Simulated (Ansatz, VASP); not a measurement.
## BN: VASP beside Ansatz

Contents of POSCAR:

```
BN
1.0
    0.0000000000      1.8130010000      1.8130010000
    1.8130010000      0.0000000000      1.8130010000
    1.8130010000      1.8130010000      0.0000000000
B N
1 1
Direct
    0.0000000000      0.0000000000      0.0000000000
    0.7500000000      0.7500000000      0.7500000000
```

INCAR.step1

```
ALGO = Normal
EDIFF = 1E-4
ENCUT = 520
GGA = PE
ISMEAR = 0
LASPH = True
LCHARG = False
LREAL = False
LWAVE = True
NBANDS = 11
NELM = 60
PREC = Accurate
SIGMA = 0.02
```

The input INCAR.step2:

```
ALGO = Normal
EDIFF = 1E-6
ENCUT = 520
ISIF = 2
ISMEAR = 0
ISTART = 1
LASPH = True
LCHARG = False
LMIXTAU = True
LREAL = False
LWAVE = False
METAGGA = R2SCAN
NBANDS = 11
NELM = 60
PREC = Accurate
SIGMA = 0.02
```

Contents of KPOINTS:

```
k-points
0
Gamma
  12 12 12
```

Input for Ansatz:

```yaml
crystal:
  lattice:
    - [0.0, 1.813001, 1.813001]
    - [1.813001, 0.0, 1.813001]
    - [1.813001, 1.813001, 0.0]
  atoms:
    - { symbol: B, position: [0.0, 0.0, 0.0] }
    - { symbol: "N", position: [0.75, 0.75, 0.75] }
basis:
  ecutwfc: 500
kpoints:
  mp_grid: { grid: [12, 12, 12] }
hamiltonian:
  xc: r2scan
scf:
  occupations: { method: gaussian, width: 0.02 }
output:
  forces: true
  stress: true
  eigenvalues: true
  populations: true
  write_density: true
  write_potential: true
  elf: true
  volumetric_format: npy
```

Alike in both runs: task single point; functional r2SCAN; k mesh 12 × 12 × 12; occupations gaussian, width 0.02 eV; no spin polarisation.

|  | VASP | Ansatz |
| --- | --- | --- |
| version | VASP 6.6.1 | Ansatz 0.2.0 |
| potentials or method | VASP PAW PBE potentials, release 64 (B, N), cutoff 520 eV | scalar-relativistic, plane waves, PAW |
| valence electrons in the cell | 8 | 8 |

```tsv
	VASP	Ansatz	Ansatz less VASP
gap on the k mesh at the Fermi level (eV)	4.96	4.99	+0.020
least direct gap on the mesh (eV)	9.48	9.52	+0.038
pressure (GPa)	-4.1	-5.2	-1.06
```

VASP's potentials were made for PBE, not for r2SCAN. With one functional, cell and mesh, what is left measures potentials, basis and numerics.
